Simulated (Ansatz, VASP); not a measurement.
## Mo: VASP beside Ansatz

```
Mo
1.0
     0.00000    2.86446    2.86446
     2.86446    0.00000    2.86446
     2.86446    2.86446    0.00000
Mo
2
Direct
  0.12500 0.12500 0.12500
  0.87500 0.87500 0.87500
```

Alike in both runs: functional RPBE; k mesh 10 × 10 × 10; occupations fermi-dirac, width 0.1 eV; no spin polarisation.

Ansatz relaxed the structure, and its values are those at the end. VASP's run is a single point on that final structure, the one shown.

```csv
,VASP,Ansatz
version,VASP 6.6.1,Ansatz 0.2.0
potentials or method,"VASP PAW PBE potentials, release 64 (Mo_sv), cutoff 520 eV","plane waves (420 eV) with PAW, scalar-relativistic"
valence electrons in the cell,28,28
```

|  | VASP | Ansatz | Ansatz less VASP |
| --- | --- | --- | --- |
| pressure (GPa) | 0.3 | 0.0 | -0.33 |

VASP's potentials were made for PBE, not for RPBE.
